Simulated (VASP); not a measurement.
# Pb (Fm-3m) in VASP: a series of runs

Runs on Pb. Level: LDA. Tasks: single point.

Program: VASP 6.6.1. These are calculated values, not measurements. Logs are shortened: lines on timing, memory, paths and dates and some standing lists are left out, and cuts for length are marked.

## (1) The cell of the first run

It takes space group Fm-3m (No. 225, cubic). The conventional cell has a = 3.683 Å, b = 3.683 Å, c = 3.683 Å, α = 90.00°, β = 90.00°, γ = 90.00°. Pb (site symmetry m-3m) has 12 Pb at 2.60 Å within 3.4 Å.

## (2) Single point, LDA (volume scaled by 0.43)

INCAR reads:

```
SYSTEM = Pb
PREC = Accurate ; ENCUT = 520
EDIFF = 1E-6 ; ISMEAR = -1
SIGMA = 0.05 ; LREAL = .False.
LASPH = .True. ; NELM = 100
ALGO = Normal ; ISIF = 2
LWAVE = .False. ; LCHARG = .False.
GGA = CA ; NBANDS = 13
```

KPOINTS reads:

```
regular mesh
0
Gamma
  15 15 15
  0 0 0
```

POSCAR reads:

```
Pb
1.0
    0.0000000000      1.8415115593      1.8415115593
    1.8415115593      0.0000000000      1.8415115593
    1.8415115593      1.8415115593      0.0000000000
Pb
1
Direct
    0.0000000000      0.0000000000      0.0000000000
```

Potentials or basis: VASP PAW LDA potentials, release 64 (Pb_d).

Started as:

```sh
cat potpaw_LDA.64/Pb_d/POTCAR > POTCAR
mpirun -np 1 vasp_std > vasp.out
```

OUTCAR:

```text
SYSTEM = Pb
   PREC = Accurate
   ENCUT = 520
   EDIFF = 1E-6
   ISMEAR = -1
   LREAL = .False.
   LASPH = .True.
   NELM = 100
   ISIF = 2
   GGA = CA

 ion  position               nearest neighbor table
   1  0.000  0.000  0.000-

  LATTYP: Found a face centered cubic cell.
 ALAT       =     3.6830231186

  Lattice vectors:

 A1 = (   0.0000000000,   1.8415115593,   1.8415115593)
 A2 = (   1.8415115593,   0.0000000000,   1.8415115593)
 A3 = (   1.8415115593,   1.8415115593,   0.0000000000)

Analysis of symmetry for initial positions (statically):
=====================================================================
 Subroutine PRICEL returns:
 Original cell was already a primitive cell.

 Routine SETGRP: Setting up the symmetry group for a
 face centered cubic supercell.

 Subroutine GETGRP returns: Found 48 space group operations
 (whereof 48 operations were pure point group operations)
 out of a pool of 48 trial point group operations.

The static configuration has the point symmetry O_h .

Analysis of symmetry for dynamics (positions and initial velocities):
=====================================================================
 Subroutine PRICEL returns:
 Original cell was already a primitive cell.

 Routine SETGRP: Setting up the symmetry group for a
 face centered cubic supercell.

 Subroutine GETGRP returns: Found 48 space group operations
 (whereof 48 operations were pure point group operations)
 out of a pool of 48 trial point group operations.

The dynamic configuration has the point symmetry O_h .

 Subroutine INISYM returns: Found 48 space group operations
 (whereof 48 operations are pure point group operations),
 and found     1 'primitive' translations

----------------------------------------------------------------------------------------

                                     Primitive cell

  volume of cell :      12.4897

  direct lattice vectors                    reciprocal lattice vectors
     0.000000000  1.841511559  1.841511559    -0.271516080  0.271516080  0.271516080
     1.841511559  0.000000000  1.841511559     0.271516080 -0.271516080  0.271516080
     1.841511559  1.841511559  0.000000000     0.271516080  0.271516080 -0.271516080

  length of vectors
     2.604290622  2.604290622  2.604290622     0.470279646  0.470279646  0.470279646

  position of ions in fractional coordinates (direct lattice)
     0.000000000  0.000000000  0.000000000

  ion indices of the primitive-cell ions
   primitive index   ion index
                 1           1

----------------------------------------------------------------------------------------

 KPOINTS: regular mesh

Automatic generation of k-mesh.
 Grid dimensions read from file:
 generate k-points for:   15   15   15

 Generating k-lattice:

  Cartesian coordinates                     Fractional coordinates (reciprocal lattice)
    -0.018101072  0.018101072  0.018101072     0.066666667  0.000000000  0.000000000
     0.018101072 -0.018101072  0.018101072     0.000000000  0.066666667  0.000000000
     0.018101072  0.018101072 -0.018101072     0.000000000  0.000000000  0.066666667

  Length of vectors
     0.031351976  0.031351976  0.031351976

  Shift w.r.t. Gamma in fractional coordinates (k-lattice)
     0.000000000  0.000000000  0.000000000

 Subroutine IBZKPT returns following result:
 ===========================================

 Found    120 irreducible k-points:

 Following reciprocal coordinates:
            Coordinates               Weight
  0.000000  0.000000  0.000000      1.000000
  0.066667  0.000000  0.000000      8.000000
  0.133333  0.000000  0.000000      8.000000
  0.200000  0.000000  0.000000      8.000000
  0.266667  0.000000  0.000000      8.000000
  0.333333  0.000000  0.000000      8.000000
[... 16 lines left out ...]
  0.133333  0.133333  0.000000      6.000000
  0.200000  0.133333  0.000000     24.000000
 [... further k-points ...]
   k-points           NKPTS =    120   k-points in BZ     NKDIM =    120   number of bands    NBANDS=     13
   number of dos      NEDOS =    301   number of ions     NIONS =      1
   total plane-waves  NPLWV =   8000
   dimension x,y,z NGX =    20 NGY =   20 NGZ =   20
   dimension x,y,z NGXF=    40 NGYF=   40 NGZF=   40
   ions per type =               1
   NGX,Y,Z   is equivalent  to a cutoff of  12.77, 12.77, 12.77 a.u.
   NGXF,Y,Z  is equivalent  to a cutoff of  25.53, 25.53, 25.53 a.u.
 SYSTEM =  Pb
   PREC   = accura    normal or accurate (medium, high low for compatibility)
   ISTART =      0    job   : 0-new  1-cont  2-samecut
   ICHARG =      2    charge: 1-file 2-atom 10-const
   ISPIN  =      1    spin polarized calculation?
   LNONCOLLINEAR =      F non collinear calculations
   LSORBIT =      F    spin-orbit coupling
   LASPH  =      T    aspherical Exc in radial PAW
   ENCUT  =  520.0 eV  38.22 Ry    6.18 a.u.   4.84  4.84  4.84*2*pi/ulx,y,z
   NELM   =    100;   NELMIN=  2; NELMDL= -5     # of ELM steps
   EDIFF  = 0.1E-05   stopping-criterion for ELM
   LREAL  =      F    real-space projection
   EDIFFG = 0.1E-04   stopping-criterion for IOM
   NSW    =      0    number of steps for IOM
   IBRION =     -1    ionic relax: 0-MD 1-quasi-New 2-CG
   NFREE  =      0    steps in history (QN), initial steepest desc. (CG)
   ISIF   =      2    stress and relaxation
   ISYM   =      2    0-nonsym 1-usesym 2-fastsym
   POTIM  = 0.5000    time-step for ionic-motion
   TEBEG  =    0.0;   TEEND  =   0.0 temperature during run
   PSTRESS=    0.0 pullay stress
   NELECT =      14.0000    total number of electrons
   NUPDOWN=      -1.0000    fix difference up-down
   EMIN   =  10.00;   EMAX   =-10.00  energy-range for DOS
   EFERMI =   0.00;   METHOD = LEGACY
   ISMEAR =    -1;   SIGMA  =   0.05  broadening in eV -4-tet -1-fermi 0-gaus
   EFERMI_NEDOS =   21; number of points for ismear=-14 and -15
   IALGO  =     38    algorithm
   IMIX   =      4    mixing-type and parameters
     AMIX     =   0.40;   BMIX     =  1.00
     AMIX_MAG =   1.60;   BMIX_MAG =  1.00
  volume/ion in A,a.u.               =      12.49        84.28
  Fermi-wavevector in a.u.,A,eV,Ry     =   1.700590  3.213650 39.348155  2.892008
  Thomas-Fermi vector in A             =   2.780698
   LORBIT       =      0    0 simple, 1 ext, 2 COOP (PROOUT), +10 PAW based schemes
   GGA     = CA    functional components
   LHFCALC =     F    Hartree Fock is set to
   AEXX    =    0.0000 exact exchange contribution
   IVDW    =     0    specifies the selected vdW correction
   LEPSILON=     F    determine dielectric tensor
   LRPA    =     F    only Hartree local field effects (RPA)
 non-spin polarized calculation
  energy-cutoff  :      520.00
  volume of cell :       12.49
 maximum number of plane-waves:       347
   NGX =  9   NGY =  9   NGZ =  9

 number of electron      13.9999998 magnetization

 Free energy of the ion-electron system (eV)
  ---------------------------------------------------
  ext. energy  EPLUGINS =         0.00000000
  ---------------------------------------------------
  free energy    TOTEN  =         3.85265414 eV

  energy without entropy =        3.85520572  energy(sigma->0) =        3.85392993

 E-fermi :  24.1431     XC(G=0): -15.4504

 val. band max:       24.0674868131   @ k =  -0.4000   0.2667   0.0000
 cond. band min:      24.1779850339   @ k =   0.4667   0.3333   0.1333
 fundamental gap:      0.1104982208
 Fermi energy:        24.1431396879

 k-point     1 :       0.0000    0.0000    0.0000
  band No.  band energies     occupation
      1       1.0717      2.00000
      2       2.7877      2.00000
      3       2.7877      2.00000
      4       2.7877      2.00000
      5       4.2598      2.00000
      6       4.2598      2.00000
      7      30.4267      0.00000
      8      35.5035      0.00000
      9      35.5035      0.00000
     10      35.5035      0.00000
     11      42.7982      0.00000
     12      45.8494      0.00000
     13      45.8494      0.00000

 k-point     2 :       0.0667    0.0000    0.0000
  band No.  band energies     occupation
      1       1.2585      2.00000
      2       2.7607      2.00000
      3       2.8431      2.00000
      4       2.8431      2.00000
      5       4.2422      2.00000
      6       4.2422      2.00000
      7      30.5994      0.00000
      8      34.4263      0.00000
      9      35.7090      0.00000
     10      35.7090      0.00000
     11      43.3008      0.00000
     12      44.7198      0.00000
     13      45.0493      0.00000

 k-point     3 :       0.1333    0.0000    0.0000
  band No.  band energies     occupation
      1       1.6885      2.00000
      2       2.8233      2.00000
      3       2.9772      2.00000
      4       2.9772      2.00000
      5       4.2214      2.00000
      6       4.2214      2.00000
      7      30.7572      0.00000
      8      32.3513      0.00000
      9      36.2740      0.00000
     10      36.2740      0.00000
     11      41.1593      0.00000
     12      43.2082      0.00000
     13      43.2082      0.00000
[... 305 lines left out ...]
 k-point    23 :       0.1333    0.1333    0.0000
  band No.  band energies     occupation
      1       2.0001      2.00000
      2       2.4369      2.00000
      3       3.1843      2.00000
      4       3.1843      2.00000
      5       3.9852      2.00000
      6       4.4391      2.00000
      7      31.3629      0.00000
      8      33.7007      0.00000
      9      34.4609      0.00000
     10      34.4609      0.00000
     11      42.0840      0.00000
     12      42.6109      0.00000
     13      42.6109      0.00000

 k-point    24 :       0.2000    0.1333    0.0000
  band No.  band energies     occupation
      1       2.2239      2.00000
      2       2.4647      2.00000
      3       3.3381      2.00000
      4       3.3734      2.00000
      5       4.1848      2.00000
      6       4.5457      2.00000
      7      31.0491      0.00000
      8      32.2280      0.00000
      9      33.7948      0.00000
     10      35.0825      0.00000
     11      39.5832      0.00000
     12      42.2381      0.00000
     13      42.6889      0.00000

 [... further k-points ...]

------------------------ aborting loop because EDIFF is reached ----------------------------------------

  FORCE on cell =-STRESS in cart. coord.  units (eV):
  Direction    XX          YY          ZZ          XY          YZ          ZX
  --------------------------------------------------------------------------------------
  -------------------------------------------------------------------------------------
  Total       27.8714583     27.8714583     27.8714583     -0.0000000     -0.0000000      0.0000000
  in kB     3575.3365706   3575.3365706   3575.3365706     -0.0000000     -0.0000000      0.0000000
  external PRESSURE =    3575.3365706 kB  Pullay stress =       0.0000000 kB

 VOLUME and BASIS-vectors are now :
 -----------------------------------------------------------------------------
  energy-cutoff  :      520.00
  volume of cell :       12.49
      direct lattice vectors                 reciprocal lattice vectors
     0.000000000  1.841511559  1.841511559    -0.271516080  0.271516080  0.271516080
     1.841511559  0.000000000  1.841511559     0.271516080 -0.271516080  0.271516080
     1.841511559  1.841511559  0.000000000     0.271516080  0.271516080 -0.271516080

 POSITION                                       TOTAL-FORCE (eV/Angst)
 -----------------------------------------------------------------------------------
      0.00000      0.00000      0.00000        -0.000000      0.000000      0.000000
 -----------------------------------------------------------------------------------
    total drift:                               -0.000000     -0.000000     -0.000000

  FREE ENERGIE OF THE ION-ELECTRON SYSTEM (eV)
  ---------------------------------------------------
  free  energy   TOTEN  =         3.8526541449 eV

  energy  without entropy=        3.8552057239  energy(sigma->0) =        3.85392993
```

Wall time 14 s (1 thread of AMD EPYC 7R13 (Zen 3), shared host); peak memory 0.1 GiB.

Results:

| Quantity | Value |
| --- | --- |
| Free energy | 3.8527 eV |
| Pressure | 357.5 GPa |
| Band gap on the k mesh | zero (band 7 reaches 32.36 eV, above the bottom of band 8 at 20.63 eV) |

Caveat: spin-orbit coupling is left out, which moves the levels of the heavy elements.

## (3) Single point, LDA (volume scaled by 0.5)

INCAR reads:

```
  ALGO = Normal
  EDIFF = 1E-7
  ENCUT = 520
  ISIF = 2
  ISMEAR = -1
  LASPH = True
  LCHARG = False
  LREAL = False
  LWAVE = False
  NBANDS = 13
  NELM = 100
  PREC = Accurate
  SIGMA = 0.05
```

KPOINTS reads:

```
k-points
0
Gamma
  15 15 15
```

POSCAR reads:

```
Pb
1.0
    0.0000000000      1.9364589671      1.9364589671
    1.9364589671      0.0000000000      1.9364589671
    1.9364589671      1.9364589671      0.0000000000
Pb
1
Direct
    0.0000000000      0.0000000000      0.0000000000
```

Potentials or basis: VASP PAW LDA potentials, release 64 (Pb_d).

Started as:

```sh
cat potpaw_LDA.64/Pb_d/POTCAR > POTCAR
mpirun -np 1 vasp_std > vasp.out
```

OUTCAR:

```text
EDIFF = 1E-7
   ENCUT = 520
   ISIF = 2
   ISMEAR = -1
   LASPH = True
   LREAL = False
   NELM = 100
   PREC = Accurate

 ion  position               nearest neighbor table
   1  0.000  0.000  0.000-

  LATTYP: Found a face centered cubic cell.
 ALAT       =     3.8729179342

  Lattice vectors:

 A1 = (   0.0000000000,   1.9364589671,   1.9364589671)
 A2 = (   1.9364589671,   0.0000000000,   1.9364589671)
 A3 = (   1.9364589671,   1.9364589671,   0.0000000000)

Analysis of symmetry for initial positions (statically):
=====================================================================
 Subroutine PRICEL returns:
 Original cell was already a primitive cell.

 Routine SETGRP: Setting up the symmetry group for a
 face centered cubic supercell.

 Subroutine GETGRP returns: Found 48 space group operations
 (whereof 48 operations were pure point group operations)
 out of a pool of 48 trial point group operations.

The static configuration has the point symmetry O_h .

Analysis of symmetry for dynamics (positions and initial velocities):
=====================================================================
 Subroutine PRICEL returns:
 Original cell was already a primitive cell.

 Routine SETGRP: Setting up the symmetry group for a
 face centered cubic supercell.

 Subroutine GETGRP returns: Found 48 space group operations
 (whereof 48 operations were pure point group operations)
 out of a pool of 48 trial point group operations.

The dynamic configuration has the point symmetry O_h .

 Subroutine INISYM returns: Found 48 space group operations
 (whereof 48 operations are pure point group operations),
 and found     1 'primitive' translations

----------------------------------------------------------------------------------------

                                     Primitive cell
[... 112 lines left out ...]
  Thomas-Fermi vector in A             =   2.711670
   LORBIT       =      0    0 simple, 1 ext, 2 COOP (PROOUT), +10 PAW based schemes
   GGA     = CA    functional components
   LHFCALC =     F    Hartree Fock is set to
   AEXX    =    0.0000 exact exchange contribution
   IVDW    =     0    specifies the selected vdW correction
   LEPSILON=     F    determine dielectric tensor
   LRPA    =     F    only Hartree local field effects (RPA)
 non-spin polarized calculation
  energy-cutoff  :      520.00
  volume of cell :       14.52
 maximum number of plane-waves:       401
   NGX = 11   NGY = 11   NGZ = 11

 number of electron      13.9999995 magnetization

 Free energy of the ion-electron system (eV)
  ---------------------------------------------------
  ext. energy  EPLUGINS =         0.00000000
  ---------------------------------------------------
  free energy    TOTEN  =         0.40465514 eV

  energy without entropy =        0.40737815  energy(sigma->0) =        0.40601665

 E-fermi :  20.0064     XC(G=0): -14.4918

 val. band max:       19.9455194616   @ k =   0.4667   0.3333   0.1333
 cond. band min:      20.0447162712   @ k =  -0.4667   0.4000   0.0667
 fundamental gap:      0.0991968096
 Fermi energy:        20.0063915101

 k-point     1 :       0.0000    0.0000    0.0000
  band No.  band energies     occupation
      1      -0.3122      2.00000
      2       0.0544      2.00000
      3       0.0544      2.00000
      4       0.0544      2.00000
      5       1.0962      2.00000
      6       1.0962      2.00000
      7      27.6477      0.00000
      8      31.5659      0.00000
      9      31.5659      0.00000
     10      31.5659      0.00000
     11      38.2269      0.00000
     12      39.6376      0.00000
     13      39.6376      0.00000
[... 354 lines left out ...]
  band No.  band energies     occupation
      1      -0.2915      2.00000
      2       0.3418      2.00000
      3       0.4763      2.00000
      4       0.4864      2.00000
      5       1.3051      2.00000
      6       1.6269      2.00000
      7      26.7759      0.00000
      8      28.6609      0.00000
      9      29.0287      0.00000
     10      30.9217      0.00000
     11      33.4049      0.00000
     12      37.7805      0.00000
     13      37.8747      0.00000

 [... further k-points ...]

------------------------ aborting loop because EDIFF is reached ----------------------------------------

  FORCE on cell =-STRESS in cart. coord.  units (eV):
  Direction    XX          YY          ZZ          XY          YZ          ZX
  --------------------------------------------------------------------------------------
  -------------------------------------------------------------------------------------
  Total       18.3190009     18.3190009     18.3190009      0.0000000      0.0000000      0.0000000
  in kB     2020.9588626   2020.9588626   2020.9588626      0.0000000      0.0000000      0.0000000
  external PRESSURE =    2020.9588626 kB  Pullay stress =       0.0000000 kB

 VOLUME and BASIS-vectors are now :
 -----------------------------------------------------------------------------
  energy-cutoff  :      520.00
  volume of cell :       14.52
      direct lattice vectors                 reciprocal lattice vectors
     0.000000000  1.936458967  1.936458967    -0.258203251  0.258203251  0.258203251
     1.936458967  0.000000000  1.936458967     0.258203251 -0.258203251  0.258203251
     1.936458967  1.936458967  0.000000000     0.258203251  0.258203251 -0.258203251

 POSITION                                       TOTAL-FORCE (eV/Angst)
 -----------------------------------------------------------------------------------
      0.00000      0.00000      0.00000         0.000000     -0.000000     -0.000000
 -----------------------------------------------------------------------------------
    total drift:                               -0.000000     -0.000000     -0.000000

  FREE ENERGIE OF THE ION-ELECTRON SYSTEM (eV)
  ---------------------------------------------------
  free  energy   TOTEN  =         0.4046551403 eV

  energy  without entropy=        0.4073781527  energy(sigma->0) =        0.40601665
```

stdout:

```text
POSCAR found type information on POSCAR Pb
 POSCAR found :  1 types and       1 ions
 scaLAPACK will be used
 LDA part: xc-table for (Slater(with rela. corr.)+CA(PZ))
 , standard interpolation
 POSCAR, INCAR and KPOINTS ok, starting setup
 FFT: planning ... GRIDC
 FFT: planning ... GRID_SOFT
 FFT: planning ... GRID
 WAVECAR not read
 entering main loop
```

It used 13 s of CPU time on 1 thread of AMD EPYC 7R13 Processor (Zen 3) (shared host).

Results:

```
Free energy            : 0.4047 eV
Pressure               : 202.1 GPa
Band gap on the k mesh : zero (band 7 reaches 28.15 eV, above the bottom of band 8 at 16.81 eV)
```

Caveat: spin-orbit coupling is left out, which moves the levels of the heavy elements.

(Continued in part 2 of 2.)
